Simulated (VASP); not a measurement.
# B17P15 (a cell with a defect) in VASP: notebook

B17P15 (a cell with a defect) is run at these levels: PBE; tasks: single point.

All numbers are computed with VASP 6.6.1; they aren't measurements. Logs are shortened: lines on timing, memory, paths and dates and some standing lists are left out, and cuts for length are marked.

**1. The cell of the first run**

The cell holds a defect, 32 atoms: a = 7.878 Å, b = 7.878 Å, c = 7.878 Å, α = 109.47°, β = 109.47°, γ = 109.47°.

**2. Single point, PBE**

Input file INCAR:

```
SYSTEM = B17P15
PREC = Accurate ; ENCUT = 520
EDIFF = 1E-6 ; ISMEAR = 0
SIGMA = 0.01 ; LREAL = Auto
LASPH = .TRUE. ; NELM = 80
ALGO = Normal ; ISIF = 2
LWAVE = .FALSE. ; LCHARG = .FALSE.
GGA = PE ; NBANDS = 85
```

Input file KPOINTS:

```
Automatic mesh
0
Gamma
  2 2 2
  0.5 0.5 0.5
```

Input file POSCAR:

```
B17P15
1.0
   -4.5481927936      4.5481927936     -4.5481927936
    4.5481927936     -4.5481927936     -4.5481927936
   -4.5481927936     -4.5481927936      4.5481927936
B P
17 15
Direct
    0.0000000000      0.2640177557      0.7500000000
    0.7508298234      0.2508298234      1.0010225110
    0.4998073124      0.2489774890      0.2498073124
    0.2491701766      0.0001926876      0.7500000000
    0.2510225110      0.2508298234      0.5008298234
    1.0000000000      1.0001926876      0.9991701766
    0.7489774890     -0.0001926876      0.2498073124
    0.5001926876      0.7491701766      0.7500000000
    0.4998073124     -0.0001926876      0.4989774890
    0.2359822443      0.7359822443      0.9859822443
    0.0000000000      0.7491701766      0.2501926876
    0.7640177557      0.5000000000      0.7500000000
    0.7508298234      0.7510225110      0.5008298234
    0.5001926876      0.5000000000      0.9991701766
    0.2491701766      0.5000000000      0.2501926876
    0.0000000000      0.5000000000      0.5140177557
    0.0000000000      0.5000000000      0.7500000000
    0.7526663870      0.5000000000     -0.0015643278
    0.5000000000      0.5000000000      0.2500000000
    0.2484356722      0.2526663870      0.7500000000
    0.2484356722      0.5000000000      0.5026663870
    0.0000000000      0.2526663870     -0.0015643278
    0.7515643278      0.2515643278      0.2542307148
    0.5000000000      0.0000000000      0.7500000000
    0.5042307148      0.2515643278      0.5015643278
    0.2473336130     -0.0042307148     -0.0026663870
    0.0000000000      0.0000000000      0.2500000000
    0.7526663870      0.7484356722      0.7500000000
    0.7515643278      0.0042307148      0.5015643278
    0.4957692852      0.7473336130     -0.0026663870
    0.2473336130      0.7473336130      0.2457692852
    0.0000000000      0.7484356722      0.5026663870
```

Potentials or basis: VASP PAW PBE potentials, release 64 (B, P).

Command:

```sh
cat potpaw_PBE.64/B/POTCAR potpaw_PBE.64/P/POTCAR > POTCAR
mpirun -np 1 vasp_std > vasp.out
```

OUTCAR:

```text
SYSTEM = B17P15
   PREC = Accurate
   ENCUT = 520
   EDIFF = 1E-6
   ISMEAR = 0
   LREAL = Auto
   LASPH = .TRUE.
   NELM = 80
   ISIF = 2
   GGA = PE

 ion  position               nearest neighbor table
   1  0.000  0.264  0.750-  17 1.86  29 1.99  22 1.99  20 1.99
   2  0.751  0.251  0.001-  18 1.97  22 1.97  24 1.98  23 1.99
   3  0.500  0.249  0.250-  23 1.97  25 1.97  19 1.98  26 1.99
   4  0.249  0.000  0.750-  32 1.97  26 1.97  24 1.98  20 1.99
   5  0.251  0.251  0.501-  20 1.97  21 1.97  27 1.98  25 1.99
   6  0.000  0.000  0.999-  28 1.97  26 1.97  27 1.98  22 1.99
[... 24 lines left out ...]
  31  0.247  0.747  0.246-  11 1.97  15 1.97  10 1.99   9 1.99
  32  0.000  0.748  0.503-   4 1.97  13 1.97  16 1.99  11 1.99

  LATTYP: Found a body centered cubic cell.
 ALAT       =     9.0963855872

  Lattice vectors:

 A1 = (  -4.5481927936,   4.5481927936,  -4.5481927936)
 A2 = (   4.5481927936,  -4.5481927936,  -4.5481927936)
 A3 = (  -4.5481927936,  -4.5481927936,   4.5481927936)

Analysis of symmetry for initial positions (statically):
=====================================================================
 Subroutine PRICEL returns:
 Original cell was already a primitive cell.

 Routine SETGRP: Setting up the symmetry group for a
 body centered cubic supercell.

 Subroutine GETGRP returns: Found 24 space group operations
 (whereof  2 operations were pure point group operations)
 out of a pool of 48 trial point group operations.

The static configuration has the point symmetry C_1h.
 The point group associated with its full space group is T_d .

Analysis of symmetry for dynamics (positions and initial velocities):
=====================================================================
 Subroutine PRICEL returns:
 Original cell was already a primitive cell.

 Routine SETGRP: Setting up the symmetry group for a
 body centered cubic supercell.

 Subroutine GETGRP returns: Found 24 space group operations
 (whereof  2 operations were pure point group operations)
 out of a pool of 48 trial point group operations.

The dynamic configuration has the point symmetry C_1h.
 The point group associated with its full space group is T_d .

 Subroutine INISYM returns: Found 24 space group operations
 (whereof  2 operations are pure point group operations),
 and found     1 'primitive' translations

----------------------------------------------------------------------------------------

                                     Primitive cell

  volume of cell :     376.3367
[... 140 lines left out ...]
   EFERMI =   0.00;   METHOD = LEGACY
   ISMEAR =     0;   SIGMA  =   0.01  broadening in eV -4-tet -1-fermi 0-gaus
   EFERMI_NEDOS =   21; number of points for ismear=-14 and -15
   IALGO  =     38    algorithm
   IMIX   =      4    mixing-type and parameters
     AMIX     =   0.40;   BMIX     =  1.00
     AMIX_MAG =   1.60;   BMIX_MAG =  1.00
  volume/ion in A,a.u.               =      11.76        79.36
  Fermi-wavevector in a.u.,A,eV,Ry     =   1.136771  2.148185 17.582092  1.292247
  Thomas-Fermi vector in A             =   2.273476
   LORBIT       =      0    0 simple, 1 ext, 2 COOP (PROOUT), +10 PAW based schemes
   GGA     = PE    functional components
   LHFCALC =     F    Hartree Fock is set to
   AEXX    =    0.0000 exact exchange contribution
   IVDW    =     0    specifies the selected vdW correction
   LEPSILON=     F    determine dielectric tensor
   LRPA    =     F    only Hartree local field effects (RPA)
 non-spin polarized calculation
 Gauss-broadening in eV      SIGMA  =   0.01
  energy-cutoff  :      520.00
  volume of cell :      376.34
 maximum number of plane-waves:     10168
 NGX is ok and might be reduce to    60
   NGX = 29   NGY = 29   NGZ = 29

 number of electron     126.0000002 magnetization

 Free energy of the ion-electron system (eV)
  ---------------------------------------------------
  ext. energy  EPLUGINS =         0.00000000
  ---------------------------------------------------
  free energy    TOTEN  =      -204.13831195 eV

  energy without entropy =     -204.13301181  energy(sigma->0) =     -204.13566188

 E-fermi :   6.2872     XC(G=0): -10.8212

 val. band max:        6.2803474344   @ k =  -0.2500   0.2500   0.2500
 cond. band min:       6.5068267424   @ k =   0.2500   0.2500   0.2500
 fundamental gap:      0.2264793080
 Fermi energy:         6.2871881120

 k-point     1 :       0.2500    0.2500    0.2500
  band No.  band energies     occupation
      1      -7.2334      2.00000
      2      -7.2334      2.00000
      3      -7.2334      2.00000
      4      -6.8902      2.00000
      5      -4.7051      2.00000
      6      -4.7051      2.00000
[... 67 lines left out ...]
     74       9.8489      0.00000
     75       9.8489      0.00000

 k-point     2 :      -0.2500    0.2500    0.2500
  band No.  band energies     occupation
      1      -7.8799      2.00000
      2      -6.5305      2.00000
      3      -6.4984      2.00000
      4      -6.4984      2.00000
      5      -6.2534      2.00000
      6      -5.3152      2.00000
[... 67 lines left out ...]
     74      10.6259      0.00000
     75      10.6683      0.00000
 [bands above 75 left out]

------------------------ aborting loop because EDIFF is reached ----------------------------------------

  FORCE on cell =-STRESS in cart. coord.  units (eV):
  Direction    XX          YY          ZZ          XY          YZ          ZX
  --------------------------------------------------------------------------------------
  -------------------------------------------------------------------------------------
  Total       -6.9187394     -6.9187394     -6.9187394      0.0000000     -0.0000000      0.0000000
  in kB      -29.4551317    -29.4551317    -29.4551317      0.0000000     -0.0000000      0.0000000
  external PRESSURE =     -29.4551317 kB  Pullay stress =       0.0000000 kB

 VOLUME and BASIS-vectors are now :
 -----------------------------------------------------------------------------
  energy-cutoff  :      520.00
  volume of cell :      376.34
      direct lattice vectors                 reciprocal lattice vectors
    -4.548192794  4.548192794 -4.548192794    -0.109933774  0.000000000 -0.109933774
     4.548192794 -4.548192794 -4.548192794     0.000000000 -0.109933774 -0.109933774
    -4.548192794 -4.548192794  4.548192794    -0.109933774 -0.109933774  0.000000000

 POSITION                                       TOTAL-FORCE (eV/Angst)
 -----------------------------------------------------------------------------------
     -2.21034     -4.61195      2.21034        -0.002819      0.002819      0.002819
     -2.27875      2.26945     -4.55109         0.005024      0.005024      0.006387
     -2.27699      0.00465     -2.26945         0.006387     -0.005024     -0.005024
     -4.54354     -2.27875      2.27699        -0.005024      0.005024     -0.006387
     -2.27875     -2.27699     -0.00465         0.005024      0.006387      0.005024
     -4.54354     -4.54529      4.54354        -0.005024     -0.006387      0.005024
[... 24 lines left out ...]
      1.15629     -3.39190     -3.40613         0.000781      0.000781     -0.006354
      1.11781     -5.69025     -1.11781        -0.000781      0.006354      0.000781
 -----------------------------------------------------------------------------------
    total drift:                                0.000003      0.000003      0.000005

  FREE ENERGIE OF THE ION-ELECTRON SYSTEM (eV)
  ---------------------------------------------------
  free  energy   TOTEN  =      -204.1383119531 eV

  energy  without entropy=     -204.1330118142  energy(sigma->0) =     -204.13566188
```

OSZICAR:

```text
N       E                     dE             d eps       ncg     rms          rms(c)
DAV:   1     0.388354026484E+03    0.38835E+03   -0.55370E+04   340   0.132E+03
DAV:   2    -0.179166748161E+03   -0.56752E+03   -0.53738E+03   419   0.222E+02
DAV:   3    -0.213921766245E+03   -0.34755E+02   -0.34190E+02   424   0.518E+01
DAV:   4    -0.214703825466E+03   -0.78206E+00   -0.77651E+00   416   0.830E+00
DAV:   5    -0.214718876183E+03   -0.15051E-01   -0.15032E-01   414   0.116E+00    0.272E+01
DAV:   6    -0.205425820741E+03    0.92931E+01   -0.19191E+01   384   0.109E+01    0.152E+01
DAV:   7    -0.204235557487E+03    0.11903E+01   -0.49152E+00   432   0.552E+00    0.457E+00
DAV:   8    -0.204129847561E+03    0.10571E+00   -0.31544E-01   400   0.166E+00    0.130E+00
DAV:   9    -0.204135667022E+03   -0.58195E-02   -0.36059E-02   424   0.534E-01    0.360E-01
DAV:  10    -0.204137647716E+03   -0.19807E-02   -0.19904E-03   392   0.131E-01    0.127E-01
DAV:  11    -0.204138230250E+03   -0.58253E-03   -0.83226E-04   376   0.879E-02    0.478E-02
DAV:  12    -0.204138302940E+03   -0.72689E-04   -0.80922E-05   408   0.296E-02    0.212E-02
DAV:  13    -0.204138312435E+03   -0.94949E-05   -0.17706E-05   392   0.137E-02    0.390E-03
DAV:  14    -0.204138311953E+03    0.48153E-06   -0.46941E-07   280   0.213E-03
   1 F= -.20413831E+03 E0= -.20413566E+03  d E =-.530014E-02
```

It took 78 s on 1 thread of Intel Xeon Platinum 8488C (Sapphire Rapids), shared host; peak memory 0.48 GiB.

Results:

```
Free energy            : -204.1383 eV
Pressure               : -2.9 GPa
Largest force          : 0.010 eV/Å
Band gap on the k mesh : zero (bands 63 and 64 overlap by 0.23 eV)
```

Forces in eV/Å, atoms in the order of the input:
```
B   -0.003  0.003  0.003
B    0.005  0.005  0.006
B    0.006 -0.005 -0.005
B   -0.005  0.005 -0.006
B    0.005  0.006  0.005
B   -0.005 -0.006  0.005
B   -0.005  0.006 -0.005
B    0.005 -0.005 -0.006
B   -0.005 -0.005  0.006
B   -0.003 -0.003 -0.003
B    0.005 -0.006 -0.005
B    0.003 -0.003  0.003
B    0.006  0.005  0.005
B   -0.006 -0.005  0.005
B   -0.006  0.005 -0.005
B    0.003  0.003 -0.003
B    0.000  0.000  0.000
P    0.006  0.001 -0.001
P    0.000  0.000  0.000
P    0.001 -0.001  0.006
P    0.006 -0.001  0.001
P    0.001  0.006 -0.001
P   -0.001 -0.001 -0.006
P    0.000  0.000  0.000
P   -0.001 -0.006 -0.001
P   -0.006  0.001  0.001
P    0.000  0.000  0.000
P   -0.001  0.001  0.006
P   -0.006 -0.001 -0.001
P    0.001 -0.006  0.001
P    0.001  0.001 -0.006
P   -0.001  0.006  0.001
```

Caveat: the k points lie up to 0.49 Å⁻¹ apart.

**3. Single point, PBE**

Input file INCAR:

```
PREC     = Accurate       # precision mode
ENCUT    = 520            # plane-wave cutoff, eV
EDIFF    = 1E-6           # SCF threshold, eV
ISMEAR   = 0              # smearing method
SIGMA    = 0.01           # smearing width, eV
LREAL    = Auto         
LASPH    = T              # aspherical terms in the spheres
NELM     = 60             # most SCF steps
ALGO     = Normal         # electronic algorithm
ISIF     = 2              # what is computed and relaxed
LWAVE    = F              # write WAVECAR
LCHARG   = F              # write CHGCAR
GGA      = PE             # functional
NBANDS   = 85             # bands
NELECT   = 128.0
```

KPOINTS is that of step 2.

Input file POSCAR:

```
B17P15
1.0
   -4.5481927936      4.5481927936     -4.5481927936
    4.5481927936     -4.5481927936     -4.5481927936
   -4.5481927936     -4.5481927936      4.5481927936
B P
17 15
Direct
    0.0000000000      0.2690688060      0.7500000000
    0.7509835130      0.2509835130      1.0018802695
    0.4991032435      0.2481197305      0.2491032435
    0.2490164870      0.0008967565      0.7500000000
    0.2518802695      0.2509835130      0.5009835130
    1.0000000000      1.0008967565      0.9990164870
    0.7481197305     -0.0008967565      0.2491032435
    0.5008967565      0.7490164870      0.7500000000
    0.4991032435     -0.0008967565      0.4981197305
    0.2309311940      0.7309311940      0.9809311940
    0.0000000000      0.7490164870      0.2508967565
    0.7690688060      0.5000000000      0.7500000000
    0.7509835130      0.7518802695      0.5009835130
    0.5008967565      0.5000000000      0.9990164870
    0.2490164870      0.5000000000      0.2508967565
    0.0000000000      0.5000000000      0.5190688060
    0.0000000000      0.5000000000      0.7500000000
    0.7516446449      0.5000000000     -0.0042629072
    0.5000000000      0.5000000000      0.2500000000
    0.2457370928      0.2516446449      0.7500000000
    0.2457370928      0.5000000000      0.5016446449
    0.0000000000      0.2516446449     -0.0042629072
    0.7542629072      0.2542629072      0.2559075520
    0.5000000000      0.0000000000      0.7500000000
    0.5059075520      0.2542629072      0.5042629072
    0.2483553551     -0.0059075520     -0.0016446449
    0.0000000000      0.0000000000      0.2500000000
    0.7516446449      0.7457370928      0.7500000000
    0.7542629072      0.0059075520      0.5042629072
    0.4940924480      0.7483553551     -0.0016446449
    0.2483553551      0.7483553551      0.2440924480
    0.0000000000      0.7457370928      0.5016446449
```

Potentials or basis: VASP PAW PBE potentials, release 64 (B, P).

Command:

```sh
cat potpaw_PBE.64/B/POTCAR potpaw_PBE.64/P/POTCAR > POTCAR
mpirun -np 1 vasp_std > vasp.out
```

Wall time 90 s (1 thread of Intel Xeon Platinum 8488C (Sapphire Rapids), shared host); peak memory 0.49 GiB.

It converged, with:

- Free energy: -191.0243 eV
- Largest force: 0.030 eV/Å

Forces in eV/Å, atoms in the order of the input:
```
B    0.001 -0.001 -0.001
B   -0.003 -0.003 -0.001
B   -0.001  0.003  0.003
B    0.003 -0.003  0.001
B   -0.003 -0.001 -0.003
B    0.003  0.001 -0.003
B    0.003 -0.001  0.003
B   -0.003  0.003  0.001
B    0.003  0.003 -0.001
B    0.001  0.001  0.001
B   -0.003  0.001  0.003
B   -0.001  0.001 -0.001
B   -0.001 -0.003 -0.003
B    0.001  0.003 -0.003
B    0.001 -0.003  0.003
B   -0.001 -0.001  0.001
B    0.000  0.000  0.000
P    0.004 -0.021  0.021
P    0.000  0.000  0.000
P   -0.021  0.021  0.004
P    0.004  0.021 -0.021
P   -0.021  0.004  0.021
P    0.021  0.021 -0.004
P    0.000  0.000  0.000
P    0.021 -0.004  0.021
P   -0.004 -0.021 -0.021
P    0.000  0.000  0.000
P    0.021 -0.021  0.004
P   -0.004  0.021  0.021
P   -0.021 -0.004 -0.021
P   -0.021 -0.021 -0.004
P    0.021  0.004 -0.021
```

Levels at points of the mesh, in eV from the Fermi level:
| k point | band 62 | band 63 | band 64 | band 65 | band 66 | band 67 |
| --- | --- | --- | --- | --- | --- | --- |
| (0.25, 0.25, 0.25) | -0.09 | -0.09 | -0.09 | 2.68 | 2.68 | 2.68 |

Caveat: the cell carries a net charge on a neutralising background, which shifts energy and pressure; the cell is charged against a uniform background, so pressure and absolute levels hang on convention.

**4. Single point, PBE, collinear spin**

Input file INCAR:

```
PREC = Accurate
ENCUT = 520
EDIFF = 1E-6
ISMEAR = 0
SIGMA = 0.01
LREAL = Auto
LASPH = T
NELM = 150
ALGO = Normal
ISIF = 2
LWAVE = F
LCHARG = T
ISPIN = 2
MAGMOM = 0.2 0 0 0 0 0 0 0 0 0.2 0 0.2 0 0 0 0.2 0.2 0 0 0 0 0 0 0 0 0 0 0 0 0 0 0
LORBIT = 11
GGA = PE
LELF = T
LVHAR = T
NBANDS = 89
NELECT = 127.0
```

KPOINTS is that of step 3.

Input file POSCAR:

```
B17P15
1.0
   -4.5481927936      4.5481927936     -4.5481927936
    4.5481927936     -4.5481927936     -4.5481927936
   -4.5481927936     -4.5481927936      4.5481927936
B P
17 15
Direct
    0.0000000000      0.2663925725      0.7500000000
    0.7508973805      0.2508973805      1.0014896737
    0.4994077069      0.2485103263      0.2494077069
    0.2491026195      0.0005922931      0.7500000000
    0.2514896737      0.2508973805      0.5008973805
    1.0000000000      1.0005922931      0.9991026195
    0.7485103263     -0.0005922931      0.2494077069
    0.5005922931      0.7491026195      0.7500000000
    0.4994077069     -0.0005922931      0.4985103263
    0.2336074275      0.7336074275      0.9836074275
    0.0000000000      0.7491026195      0.2505922931
    0.7663925725      0.5000000000      0.7500000000
    0.7508973805      0.7514896737      0.5008973805
    0.5005922931      0.5000000000      0.9991026195
    0.2491026195      0.5000000000      0.2505922931
    0.0000000000      0.5000000000      0.5163925725
    0.0000000000      0.5000000000      0.7500000000
    0.7521836237      0.5000000000     -0.0028584304
    0.5000000000      0.5000000000      0.2500000000
    0.2471415696      0.2521836237      0.7500000000
    0.2471415696      0.5000000000      0.5021836237
    0.0000000000      0.2521836237     -0.0028584304
    0.7528584304      0.2528584304      0.2550420541
    0.5000000000      0.0000000000      0.7500000000
    0.5050420541      0.2528584304      0.5028584304
    0.2478163763     -0.0050420541     -0.0021836237
    0.0000000000      0.0000000000      0.2500000000
    0.7521836237      0.7471415696      0.7500000000
    0.7528584304      0.0050420541      0.5028584304
    0.4949579459      0.7478163763     -0.0021836237
    0.2478163763      0.7478163763      0.2449579459
    0.0000000000      0.7471415696      0.5021836237
```

Command:

```sh
cat potpaw_PBE.64/B/POTCAR potpaw_PBE.64/P/POTCAR > POTCAR
mpirun -np 1 vasp_std > vasp.out
```

It took 3.5 min on 1 thread of Intel Xeon Platinum 8488C (Sapphire Rapids), shared host; peak memory 0.65 GiB.

It converged, with:

| Quantity | Value |
| --- | --- |
| Free energy | -197.7067 eV |
| Largest force | 0.023 eV/Å |
| Net moment | 0.50 μB per cell |
| Site moments | B +0.03, +0.01, +0.07 (each value once); P +0.01, +0.00 (each value once) μB |
| Valence electrons inside the program's atomic spheres | B 1.88, 1.93, 1.81 (each value once); P 2.57 |

Forces on the atoms (eV/Å):
```
B    0.000  0.000  0.000
B   -0.001 -0.001  0.000
B    0.000  0.001  0.001
B    0.001 -0.001  0.000
B   -0.001  0.000 -0.001
B    0.001  0.000 -0.001
B    0.001  0.000  0.001
B   -0.001  0.001  0.000
B    0.001  0.001  0.000
B    0.000  0.000  0.000
B   -0.001  0.000  0.001
B    0.000  0.000  0.000
B    0.000 -0.001 -0.001
B    0.000  0.001 -0.001
B    0.000 -0.001  0.001
B    0.000  0.000  0.000
B    0.000  0.000  0.000
P    0.005 -0.016  0.016
P    0.000  0.000  0.000
P   -0.016  0.016  0.005
P    0.005  0.016 -0.016
P   -0.016  0.005  0.016
P    0.016  0.016 -0.005
P    0.000  0.000  0.000
P    0.016 -0.005  0.016
P   -0.005 -0.016 -0.016
P    0.000  0.000  0.000
P    0.016 -0.016  0.005
P   -0.005  0.016  0.016
P   -0.016 -0.005 -0.016
P   -0.016 -0.016 -0.005
P    0.016  0.005 -0.016
```

Levels at points of the mesh, in eV from the Fermi level:
Spin up:
```
           k point  band 61  band 62  band 63  band 64  band 65  band 66  band 67  band 68
(0.25, 0.25, 0.25)    -0.62     0.00     0.00     0.00     2.98     2.98     2.98     3.00
```
Spin down:
| k point | band 58 | band 59 | band 60 | band 61 | band 62 | band 63 | band 64 | band 65 | band 66 | band 67 |
| --- | --- | --- | --- | --- | --- | --- | --- | --- | --- | --- |
| (0.25, 0.25, 0.25) | -0.62 | -0.62 | -0.61 | -0.61 | 0.08 | 0.08 | 0.08 | 2.99 | 2.99 | 2.99 |

Caveat: the k points lie up to 0.49 Å⁻¹ apart; the cell carries a net charge on a neutralising background, which shifts energy and pressure; the cell is charged against a uniform background, so pressure and absolute levels hang on convention.

The gap in the log of VASP goes by the Fermi energy; the results here count the filled bands.